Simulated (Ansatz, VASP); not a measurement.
# AlNi in VASP and in Ansatz

```xyz
2
Lattice="2.8934 0.0000 0.0000 0.0000 2.8934 0.0000 0.0000 0.0000 2.8934" Properties=species:S:1:pos:R:3 pbc="T T T"
Al    0.0000    0.0000    0.0000
Ni    1.4467    1.4467    1.4467
```

Alike in both runs: task single point; functional PBE; k mesh 18 × 18 × 18; occupations gaussian, width 0.05 eV; non-collinear spin, spin-orbit coupling.

|  | VASP | Ansatz |
| --- | --- | --- |
| version | VASP 6.6.1 | Ansatz 0.2.0 |
| potentials or method | VASP PAW PBE potentials, release 64 (Al, Ni), cutoff 520 eV | plane waves, PAW |
| valence electrons in the cell | 13 | 21 |

```csv
,VASP,Ansatz,Ansatz less VASP
pressure (GPa),0.0,0.0,-0.01
net moment per atom (μB),0.00,0.00,0.000
```

VASP's potentials hold 13 valence electrons a cell and Ansatz's 21, so a difference there can come from the potentials and not from the codes. Ansatz's warnings: seeded moment not kept, stress scf threshold loose.
